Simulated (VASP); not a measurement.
W: single point with PBE

W:

```
W
1.0
    -1.67717    1.67717    1.59730
     1.67717   -1.67717    1.59730
     1.67717    1.67717   -1.59730
W
1
Direct
  0.00000 0.00000 0.00000
```

This cell differs from its parent crystal: strain +0.050 along x and y, +0.000 along z.

* Program: VASP 6.6.1
* Task: single point
* Functional: PBE
* Potentials or basis: VASP PAW PBE potentials, release 64 (W_sv)
* Cutoff: 500 eV
* k mesh: 20 × 20 × 20
* Occupations: gaussian, width 0.15 eV
* Spin: no spin polarisation
* Dipole correction: no
* Further INCAR settings: ALGO = Normal; EDIFF = 1e-06; NBANDS = 13

```json
{
 "Pressure": "-25.5 GPa",
 "Band gap on the k mesh": "zero (band 7 reaches 13.97 eV, above the bottom of band 8 at 8.71 eV)"
}
```

Stress tensor (GPa, compression positive):
```
-29.64   0.00   0.00
  0.00 -29.64   0.00
  0.00   0.00 -17.31
```

Levels at points of the mesh, in eV from the Fermi level:
```csv
k point,band 3,band 4,band 5,band 6,band 7,band 8,band 9,band 10,band 11,band 12
"(0.00, 0.00, 0.00)",-38.10,-38.07,-8.94,-1.41,-0.84,-0.84,1.56,2.30,13.93,13.93
"(0.50, 0.00, 0.00)",-38.39,-38.10,-5.50,-3.20,0.45,1.87,2.92,5.10,9.28,11.04
"(0.50, 0.50, 0.00)",-38.33,-38.08,-5.55,-2.61,0.11,1.30,2.38,5.01,8.95,11.37
"(0.50, 0.50, 0.50)",-38.72,-38.62,-4.96,-4.85,4.25,4.25,4.42,6.88,6.88,8.19
```

Run time: 110 s on 1 thread of Intel(R) Xeon(R) Platinum 8259CL CPU @ 2.50GHz (Skylake/Cascade Lake), on a shared host, peak memory 0.25 GiB.

Caveat: the cell differs from its parent crystal (strain +0.050 along x and y, +0.000 along z); spin-orbit coupling is left out, which moves the levels of the heavy elements.
